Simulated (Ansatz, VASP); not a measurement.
**Bi: VASP beside Ansatz**

```xyz
1
Lattice="-1.9814 1.9814 1.9814 1.9814 -1.9814 1.9814 1.9814 1.9814 -1.9814" Properties=species:S:1:pos:R:3 pbc="T T T"
Bi    0.0000    0.0000    0.0000
```

Alike in both runs: functional r2SCAN; k mesh 7 × 7 × 7; occupations fermi-dirac, width 0.05 eV; non-collinear spin, spin-orbit coupling.

```csv
,VASP,Ansatz
version,VASP 6.6.1,Ansatz 0.2.0
potentials or method,"VASP PAW PBE potentials, release 64 (Bi_d)",Ansatz PAW
plane-wave cutoff (eV),520,500
valence electrons in the cell,15,15
task,single point,band structure
```

Ansatz gave:

- pressure (GPa): 1.8
- net moment per atom (μB): 0.00

Task: What did VASP give for the same quantities?

Result: Pressure (GPa): 1.6; net moment per atom (μB): 0.00.

VASP's potentials were made for PBE, not for r2SCAN. With one functional, cell and mesh, what is left measures potentials, basis and numerics.
